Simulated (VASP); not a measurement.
# Pb (Im-3m) in VASP: a series of runs

The runs below take Pb through single point, with PBE.

Everything below comes from runs of VASP 6.6.1. Logs are shortened: lines on timing, memory, paths and dates and some standing lists are left out, and cuts for length are marked.

## (1) The cell of the first run

It takes space group Im-3m (No. 229, cubic). Conventional cell: a = 4.000 Å, b = 4.000 Å, c = 4.000 Å, α = 90.00°, β = 90.00°, γ = 90.00°. Pb (site symmetry m-3m) has 14 Pb at 3.46 to 4.00 Å within 4.6 Å.

## (2) Single point, PBE

Input file INCAR:

```
SYSTEM = Pb
  PREC = Accurate
  ENCUT = 520
  EDIFF = 1E-6
  ISMEAR = -1
  SIGMA = 0.06122561905347299
  LREAL = .False.
  LASPH = .True.
  NELM = 100
  ALGO = Normal
  ISIF = 2
  LWAVE = .False.
  LCHARG = .False.
  GGA = PE
  NBANDS = 13
```

Input file KPOINTS:

```
regular mesh
0
Gamma
  19 19 19
  0 0 0
```

Input file POSCAR:

```
Pb
1.0
   -1.9999685412      1.9999685412      1.9999685412
    1.9999685412     -1.9999685412      1.9999685412
    1.9999685412      1.9999685412     -1.9999685412
Pb
1
Direct
    0.0000000000      0.0000000000      0.0000000000
```

Potentials or basis: VASP PAW PBE potentials, release 64 (Pb_d).

On the command line:

```console
$ cat potpaw_PBE.64/Pb_d/POTCAR > POTCAR
$ mpirun -np 1 vasp_std > vasp.out
```

OUTCAR:

```text
SYSTEM = Pb
   PREC = Accurate
   ENCUT = 520
   EDIFF = 1E-6
   ISMEAR = -1
   LREAL = .False.
   LASPH = .True.
   NELM = 100
   ISIF = 2
   GGA = PE

 ion  position               nearest neighbor table
   1  0.000  0.000  0.000-

  LATTYP: Found a body centered cubic cell.
 ALAT       =     3.9999370824

  Lattice vectors:

 A1 = (  -1.9999685412,   1.9999685412,   1.9999685412)
 A2 = (   1.9999685412,  -1.9999685412,   1.9999685412)
 A3 = (   1.9999685412,   1.9999685412,  -1.9999685412)

Analysis of symmetry for initial positions (statically):
=====================================================================
 Subroutine PRICEL returns:
 Original cell was already a primitive cell.

 Routine SETGRP: Setting up the symmetry group for a
 body centered cubic supercell.

 Subroutine GETGRP returns: Found 48 space group operations
 (whereof 48 operations were pure point group operations)
 out of a pool of 48 trial point group operations.

The static configuration has the point symmetry O_h .

Analysis of symmetry for dynamics (positions and initial velocities):
=====================================================================
 Subroutine PRICEL returns:
 Original cell was already a primitive cell.

 Routine SETGRP: Setting up the symmetry group for a
 body centered cubic supercell.

 Subroutine GETGRP returns: Found 48 space group operations
 (whereof 48 operations were pure point group operations)
 out of a pool of 48 trial point group operations.

The dynamic configuration has the point symmetry O_h .

 Subroutine INISYM returns: Found 48 space group operations
 (whereof 48 operations are pure point group operations),
 and found     1 'primitive' translations

----------------------------------------------------------------------------------------

                                     Primitive cell

  volume of cell :      31.9985

  direct lattice vectors                    reciprocal lattice vectors
    -1.999968541  1.999968541  1.999968541     0.000000000  0.250003932  0.250003932
     1.999968541 -1.999968541  1.999968541     0.250003932  0.000000000  0.250003932
     1.999968541  1.999968541 -1.999968541     0.250003932  0.250003932  0.000000000

  length of vectors
     3.464047127  3.464047127  3.464047127     0.353558952  0.353558952  0.353558952

  position of ions in fractional coordinates (direct lattice)
     0.000000000  0.000000000  0.000000000

  ion indices of the primitive-cell ions
   primitive index   ion index
                 1           1

----------------------------------------------------------------------------------------

 KPOINTS: regular mesh

Automatic generation of k-mesh.
 Grid dimensions read from file:
 generate k-points for:   19   19   19

 Generating k-lattice:

  Cartesian coordinates                     Fractional coordinates (reciprocal lattice)
     0.000000000  0.013158102  0.013158102     0.052631579  0.000000000  0.000000000
     0.013158102  0.000000000  0.013158102     0.000000000  0.052631579  0.000000000
     0.013158102  0.013158102  0.000000000     0.000000000  0.000000000  0.052631579

  Length of vectors
     0.018608366  0.018608366  0.018608366

  Shift w.r.t. Gamma in fractional coordinates (k-lattice)
     0.000000000  0.000000000  0.000000000

 Subroutine IBZKPT returns following result:
 ===========================================

 Found    220 irreducible k-points:

 Following reciprocal coordinates:
            Coordinates               Weight
  0.000000  0.000000  0.000000      1.000000
  0.052632  0.000000  0.000000     12.000000
  0.105263  0.000000  0.000000     12.000000
  0.157895  0.000000  0.000000     12.000000
  0.210526  0.000000  0.000000     12.000000
  0.263158  0.000000  0.000000     12.000000
[... 16 lines left out ...]
  0.263158  0.105263  0.000000     48.000000
  0.315789  0.105263  0.000000     48.000000
 [... further k-points ...]
   k-points           NKPTS =    220   k-points in BZ     NKDIM =    220   number of bands    NBANDS=     13
   number of dos      NEDOS =    301   number of ions     NIONS =      1
   total plane-waves  NPLWV =  21952
   dimension x,y,z NGX =    28 NGY =   28 NGZ =   28
   dimension x,y,z NGXF=    56 NGYF=   56 NGZF=   56
   ions per type =               1
   NGX,Y,Z   is equivalent  to a cutoff of  13.44, 13.44, 13.44 a.u.
   NGXF,Y,Z  is equivalent  to a cutoff of  26.88, 26.88, 26.88 a.u.
 SYSTEM =  Pb
   PREC   = accura    normal or accurate (medium, high low for compatibility)
   ISTART =      0    job   : 0-new  1-cont  2-samecut
   ICHARG =      2    charge: 1-file 2-atom 10-const
   ISPIN  =      1    spin polarized calculation?
   LNONCOLLINEAR =      F non collinear calculations
   LSORBIT =      F    spin-orbit coupling
   LASPH  =      T    aspherical Exc in radial PAW
   ENCUT  =  520.0 eV  38.22 Ry    6.18 a.u.   6.44  6.44  6.44*2*pi/ulx,y,z
   NELM   =    100;   NELMIN=  2; NELMDL= -5     # of ELM steps
   EDIFF  = 0.1E-05   stopping-criterion for ELM
   LREAL  =      F    real-space projection
   EDIFFG = 0.1E-04   stopping-criterion for IOM
   NSW    =      0    number of steps for IOM
   IBRION =     -1    ionic relax: 0-MD 1-quasi-New 2-CG
   NFREE  =      0    steps in history (QN), initial steepest desc. (CG)
   ISIF   =      2    stress and relaxation
   ISYM   =      2    0-nonsym 1-usesym 2-fastsym
   POTIM  = 0.5000    time-step for ionic-motion
   TEBEG  =    0.0;   TEEND  =   0.0 temperature during run
   PSTRESS=    0.0 pullay stress
   NELECT =      14.0000    total number of electrons
   NUPDOWN=      -1.0000    fix difference up-down
   EMIN   =  10.00;   EMAX   =-10.00  energy-range for DOS
   EFERMI =   0.00;   METHOD = LEGACY
   ISMEAR =    -1;   SIGMA  =   0.06  broadening in eV -4-tet -1-fermi 0-gaus
   EFERMI_NEDOS =   21; number of points for ismear=-14 and -15
   IALGO  =     38    algorithm
   IMIX   =      4    mixing-type and parameters
     AMIX     =   0.40;   BMIX     =  1.00
     AMIX_MAG =   1.60;   BMIX_MAG =  1.00
  volume/ion in A,a.u.               =      32.00       215.94
  Fermi-wavevector in a.u.,A,eV,Ry     =   1.242818  2.348586 21.015527  1.544598
  Thomas-Fermi vector in A             =   2.377156
   LORBIT       =      0    0 simple, 1 ext, 2 COOP (PROOUT), +10 PAW based schemes
   GGA     = PE    functional components
   LHFCALC =     F    Hartree Fock is set to
   AEXX    =    0.0000 exact exchange contribution
   IVDW    =     0    specifies the selected vdW correction
   LEPSILON=     F    determine dielectric tensor
   LRPA    =     F    only Hartree local field effects (RPA)
 non-spin polarized calculation
  energy-cutoff  :      520.00
  volume of cell :       32.00
 maximum number of plane-waves:       895
 NGX is ok and might be reduce to    28
   NGX = 13   NGY = 13   NGZ = 13

 number of electron      13.9999997 magnetization

 Free energy of the ion-electron system (eV)
  ---------------------------------------------------
  ext. energy  EPLUGINS =         0.00000000
  ---------------------------------------------------
  free energy    TOTEN  =        -3.52404558 eV

  energy without entropy =       -3.51553267  energy(sigma->0) =       -3.51978912

 E-fermi :   6.6748     XC(G=0):  -9.9329

 val. band max:        6.6574496597   @ k =  -0.3158   0.3158   0.3158
 cond. band min:       6.6762879208   @ k =  -0.4211   0.4211   0.4211
 fundamental gap:      0.0188382611
 Fermi energy:         6.6748272245

 k-point     1 :       0.0000    0.0000    0.0000
  band No.  band energies     occupation
      1     -10.3963      2.00000
      2     -10.3963      2.00000
      3     -10.3963      2.00000
      4     -10.1904      2.00000
      5     -10.1904      2.00000
      6      -4.7111      2.00000
      7      13.8696      0.00000
      8      13.8696      0.00000
      9      13.8696      0.00000
     10      17.7216      0.00000
     11      17.7216      0.00000
     12      17.7216      0.00000
     13      17.7566      0.00000

 k-point     2 :       0.0526    0.0000    0.0000
  band No.  band energies     occupation
      1     -10.3982      2.00000
      2     -10.3937      2.00000
      3     -10.3877      2.00000
      4     -10.1926      2.00000
      5     -10.1906      2.00000
      6      -4.6579      2.00000
      7      13.2447      0.00000
      8      13.6841      0.00000
      9      13.8034      0.00000
     10      17.2426      0.00000
     11      17.5353      0.00000
     12      17.6437      0.00000
     13      18.2040      0.00000

 k-point     3 :       0.1053    0.0000    0.0000
  band No.  band energies     occupation
      1     -10.4038      2.00000
      2     -10.3868      2.00000
      3     -10.3626      2.00000
      4     -10.1987      2.00000
      5     -10.1912      2.00000
      6      -4.4981      2.00000
      7      11.9049      0.00000
      8      13.2097      0.00000
      9      13.6080      0.00000
     10      16.4867      0.00000
     11      17.1482      0.00000
     12      17.5456      0.00000
     13      18.9696      0.00000
[... 305 lines left out ...]
 k-point    23 :       0.2632    0.1053    0.0000
  band No.  band energies     occupation
      1     -10.4340      2.00000
      2     -10.3647      2.00000
      3     -10.2223      2.00000
      4     -10.1997      2.00000
      5     -10.1650      2.00000
      6      -2.6971      2.00000
      7       5.9403      1.99999
      8       9.7468      0.00000
      9      11.6874      0.00000
     10      15.2931      0.00000
     11      17.0605      0.00000
     12      17.9502      0.00000
     13      21.3072      0.00000

 k-point    24 :       0.3158    0.1053    0.0000
  band No.  band energies     occupation
      1     -10.4428      2.00000
      2     -10.3672      2.00000
      3     -10.2168      2.00000
      4     -10.2006      2.00000
      5     -10.1266      2.00000
      6      -2.1011      2.00000
      7       4.7527      2.00000
      8       9.3174      0.00000
      9      11.4110      0.00000
     10      15.0540      0.00000
     11      16.9747      0.00000
     12      18.4010      0.00000
     13      21.3445      0.00000

 [... further k-points ...]
[... 5 lines left out ...]
  --------------------------------------------------------------------------------------
  -------------------------------------------------------------------------------------
  Total       -0.0299570     -0.0299570     -0.0299570      0.0000000     -0.0000000      0.0000000
  in kB       -1.4999598     -1.4999598     -1.4999598      0.0000000     -0.0000000      0.0000000
  external PRESSURE =      -1.4999598 kB  Pullay stress =       0.0000000 kB

 VOLUME and BASIS-vectors are now :
 -----------------------------------------------------------------------------
  energy-cutoff  :      520.00
  volume of cell :       32.00
      direct lattice vectors                 reciprocal lattice vectors
    -1.999968541  1.999968541  1.999968541     0.000000000  0.250003932  0.250003932
     1.999968541 -1.999968541  1.999968541     0.250003932  0.000000000  0.250003932
     1.999968541  1.999968541 -1.999968541     0.250003932  0.250003932  0.000000000

 POSITION                                       TOTAL-FORCE (eV/Angst)
 -----------------------------------------------------------------------------------
      0.00000      0.00000      0.00000        -0.000000      0.000000      0.000000
 -----------------------------------------------------------------------------------
    total drift:                               -0.000000     -0.000000     -0.000000

  FREE ENERGIE OF THE ION-ELECTRON SYSTEM (eV)
  ---------------------------------------------------
  free  energy   TOTEN  =        -3.5240455807 eV

  energy  without entropy=       -3.5155326676  energy(sigma->0) =       -3.51978912
```

It took 58 s on 1 thread of Intel Xeon Platinum 8375C at 2.90GHz (Ice Lake), shared host; peak memory 0.22 GiB.

What came out:

| Item | Value |
| --- | --- |
| Free energy | -3.5240 eV |
| Pressure | -0.1 GPa |
| Band gap on the k mesh | zero (band 7 reaches 13.87 eV, above the bottom of band 8 at 4.84 eV) |

Levels at points of the mesh, in eV from the Fermi level:
```
           k point  band 4  band 5  band 6  band 7  band 8  band 9  band 10  band 11
(0.00, 0.00, 0.00)  -16.87  -16.87  -11.39    7.19    7.19    7.19    11.05    11.05
```

Caveat: spin-orbit coupling is left out, which moves the levels of the heavy elements.

## (3) Single point, PBE

This run uses another cell than the first one, of 32.64 Å³/atom, 1.020 times its volume.

Input file INCAR:

```
SYSTEM = Pb
PREC = Accurate ; ENCUT = 520
EDIFF = 1E-7 ; ISMEAR = -1
SIGMA = 0.06122561905347299 ; LREAL = .False.
LASPH = .True. ; NELM = 80
ALGO = Normal ; ISIF = 2
LWAVE = .False. ; LCHARG = .False.
GGA = PE ; NBANDS = 13
```

KPOINTS is that of step 2.

Input file POSCAR:

```
Pb
1.0
   -2.0132137519      2.0132137519      2.0132137519
    2.0132137519     -2.0132137519      2.0132137519
    2.0132137519      2.0132137519     -2.0132137519
Pb
1
Direct
    0.0000000000      0.0000000000      0.0000000000
```

Potentials or basis: VASP PAW PBE potentials, release 64 (Pb_d).

On the command line:

```console
$ cat potpaw_PBE.64/Pb_d/POTCAR > POTCAR
$ mpirun -np 1 vasp_std > vasp.out
```

Wall time 65 s (1 thread of Intel Xeon Platinum 8375C at 2.90GHz (Ice Lake), shared host); peak memory 0.22 GiB.

Results (log left out):

* Free energy: -3.5223 eV
* Pressure: -0.9 GPa
* Band gap on the k mesh: zero (band 7 reaches 13.49 eV, above the bottom of band 8 at 4.68 eV)

Levels at points of the mesh, in eV from the Fermi level:
```csv
k point,band 5,band 6,band 7,band 8,band 9,band 10
"(0.00, 0.00, 0.00)",-16.86,-11.26,7.03,7.03,7.03,10.79
```

Caveat: spin-orbit coupling is left out, which moves the levels of the heavy elements.

## (4) Single point, PBE

This run uses another cell than the first one, of 32.64 Å³/atom, 1.020 times its volume.

Input file INCAR:

```
PREC = Accurate
ENCUT = 520
EDIFF = 1E-7
ISMEAR = -1
SIGMA = 0.06122561905347299
LREAL = False
LASPH = True
NELM = 80
ALGO = Normal
ISIF = 2
LWAVE = False
LCHARG = False
GGA = PE
NBANDS = 13
```

Input file KPOINTS:

```
Automatic mesh
0
Gamma
  19 19 19
```

POSCAR is that of step 3.

Potentials or basis: VASP PAW PBE potentials, release 64 (Pb_d).

On the command line:

```console
$ cat potpaw_PBE.64/Pb_d/POTCAR > POTCAR
$ mpirun -np 1 vasp_std > vasp.out
```

OUTCAR:

```text
PREC = Accurate
   ENCUT = 520
   EDIFF = 1E-7
   ISMEAR = -1
   LREAL = False
   LASPH = True
   NELM = 80
   ISIF = 2
   GGA = PE

 ion  position               nearest neighbor table
   1  0.000  0.000  0.000-

  LATTYP: Found a body centered cubic cell.
 ALAT       =     4.0264275038

  Lattice vectors:

 A1 = (  -2.0132137519,   2.0132137519,   2.0132137519)
 A2 = (   2.0132137519,  -2.0132137519,   2.0132137519)
 A3 = (   2.0132137519,   2.0132137519,  -2.0132137519)

Analysis of symmetry for initial positions (statically):
=====================================================================
 Subroutine PRICEL returns:
 Original cell was already a primitive cell.

 Routine SETGRP: Setting up the symmetry group for a
 body centered cubic supercell.

 Subroutine GETGRP returns: Found 48 space group operations
 (whereof 48 operations were pure point group operations)
 out of a pool of 48 trial point group operations.

The static configuration has the point symmetry O_h .

Analysis of symmetry for dynamics (positions and initial velocities):
=====================================================================
 Subroutine PRICEL returns:
 Original cell was already a primitive cell.

 Routine SETGRP: Setting up the symmetry group for a
 body centered cubic supercell.

 Subroutine GETGRP returns: Found 48 space group operations
 (whereof 48 operations were pure point group operations)
 out of a pool of 48 trial point group operations.

The dynamic configuration has the point symmetry O_h .

 Subroutine INISYM returns: Found 48 space group operations
 (whereof 48 operations are pure point group operations),
 and found     1 'primitive' translations

----------------------------------------------------------------------------------------

[... 109 lines left out ...]
     AMIX     =   0.40;   BMIX     =  1.00
     AMIX_MAG =   1.60;   BMIX_MAG =  1.00
  volume/ion in A,a.u.               =      32.64       220.26
  Fermi-wavevector in a.u.,A,eV,Ry     =   1.234642  2.333135 20.739908  1.524340
  Thomas-Fermi vector in A             =   2.369324
   LORBIT       =      0    0 simple, 1 ext, 2 COOP (PROOUT), +10 PAW based schemes
   GGA     = PE    functional components
   LHFCALC =     F    Hartree Fock is set to
   AEXX    =    0.0000 exact exchange contribution
   IVDW    =     0    specifies the selected vdW correction
   LEPSILON=     F    determine dielectric tensor
   LRPA    =     F    only Hartree local field effects (RPA)
 non-spin polarized calculation
  energy-cutoff  :      520.00
  volume of cell :       32.64
 maximum number of plane-waves:       935
 NGX is ok and might be reduce to    28
   NGX = 13   NGY = 13   NGZ = 13

 number of electron      13.9999997 magnetization

 Free energy of the ion-electron system (eV)
  ---------------------------------------------------
  ext. energy  EPLUGINS =         0.00000000
  ---------------------------------------------------
  free energy    TOTEN  =        -3.52227512 eV

  energy without entropy =       -3.51352246  energy(sigma->0) =       -3.51789879

 E-fermi :   6.4669     XC(G=0):  -9.8402

 val. band max:        6.4661941855   @ k =   0.2632   0.2105   0.2105
 cond. band min:       6.4802919177   @ k =  -0.4211   0.4211   0.4211
 fundamental gap:      0.0140977322
 Fermi energy:         6.4669230491

 k-point     1 :       0.0000    0.0000    0.0000
  band No.  band energies     occupation
      1     -10.5922      2.00000
      2     -10.5922      2.00000
      3     -10.5922      2.00000
      4     -10.3977      2.00000
      5     -10.3977      2.00000
      6      -4.7961      2.00000
      7      13.4944      0.00000
      8      13.4944      0.00000
      9      13.4944      0.00000
     10      17.2607      0.00000
     11      17.4790      0.00000
     12      17.4790      0.00000
     13      17.4790      0.00000
[... 354 lines left out ...]
  band No.  band energies     occupation
      1     -10.6354      2.00000
      2     -10.5629      2.00000
      3     -10.4226      2.00000
      4     -10.4075      2.00000
      5     -10.3374      2.00000
      6      -2.2570      2.00000
      7       4.5698      2.00000
      8       9.0658      0.00000
      9      11.1310      0.00000
     10      14.7345      0.00000
     11      16.6458      0.00000
     12      18.0830      0.00000
     13      20.9993      0.00000

 [... further k-points ...]
[... 5 lines left out ...]
  --------------------------------------------------------------------------------------
  -------------------------------------------------------------------------------------
  Total       -0.1778128     -0.1778128     -0.1778128     -0.0000000     -0.0000000      0.0000000
  in kB       -8.7285884     -8.7285884     -8.7285884     -0.0000000     -0.0000000      0.0000000
  external PRESSURE =      -8.7285884 kB  Pullay stress =       0.0000000 kB

 VOLUME and BASIS-vectors are now :
 -----------------------------------------------------------------------------
  energy-cutoff  :      520.00
  volume of cell :       32.64
      direct lattice vectors                 reciprocal lattice vectors
    -2.013213752  2.013213752  2.013213752     0.000000000  0.248359122  0.248359122
     2.013213752 -2.013213752  2.013213752     0.248359122  0.000000000  0.248359122
     2.013213752  2.013213752 -2.013213752     0.248359122  0.248359122  0.000000000

 POSITION                                       TOTAL-FORCE (eV/Angst)
 -----------------------------------------------------------------------------------
      0.00000      0.00000      0.00000         0.000000     -0.000000      0.000000
 -----------------------------------------------------------------------------------
    total drift:                               -0.000000     -0.000000     -0.000000

  FREE ENERGIE OF THE ION-ELECTRON SYSTEM (eV)
  ---------------------------------------------------
  free  energy   TOTEN  =        -3.5222751202 eV

  energy  without entropy=       -3.5135224649  energy(sigma->0) =       -3.51789879
```

It took 61 s on 1 thread of Intel Xeon Platinum 8375C at 2.90GHz (Ice Lake), shared host; peak memory 0.22 GiB.

Results:

```yaml
Free_energy: -3.5223 eV
Pressure: -0.9 GPa
Band_gap_on_the_k_mesh: zero (band 7 reaches 13.49 eV, above the bottom of band 8 at 4.68 eV)
```

Caveat: spin-orbit coupling is left out, which moves the levels of the heavy elements.

(Continued in part 2 of 2.)
